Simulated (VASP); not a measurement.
Input of a VASP 6.6.1 run:

INCAR

```
SYSTEM = MgO
  PREC = Accurate
  ENCUT = 520
  EDIFF = 1E-7
  ISMEAR = 0
  SIGMA = 0.05
  LREAL = .False.
  LASPH = .True.
  NELM = 100
  ALGO = Normal
  ISIF = 2
  LWAVE = .False.
  LCHARG = .False.
  GGA = PS
  NBANDS = 16
```

The input KPOINTS:

```
regular mesh
0
Gamma
  9 9 6
  0 0 0
```

Contents of POSCAR:

```
MgO
1.0
    3.6170832098      0.0000000000      0.0000000000
   -1.8085416049      3.1324859473      0.0000000000
    0.0000000000      0.0000000000      3.9010833038
Mg O
2 2
Direct
    0.6465117478      0.2930234957      0.7500000000
    0.3534882522      0.7069765043      0.2500000000
    0.6815065062      0.3630130124      0.2500000000
    0.3184934938      0.6369869876      0.7500000000
```

Potentials or basis: VASP PAW PBE potentials, release 64 (Mg, O).

Launch:

```bash
$ cat potpaw_PBE.64/Mg/POTCAR potpaw_PBE.64/O/POTCAR > POTCAR
$ mpirun -np 1 vasp_std > vasp.out
```

(1) Predict the pressure.

(2) Estimate the largest force.

(3) Predict the band gap on the k mesh.

## Answers

(1) 4.0 GPa.

(2) 1.069 eV/Å.

(3) 3.30 eV, direct.

Caveat: the cell differs from its parent crystal (mode 5 frozen in at -0.122 Å, strain +e along z and -e/2 along x and y -0.0700); the PAW data sets were made with another functional, which shifts forces and pressure a little.
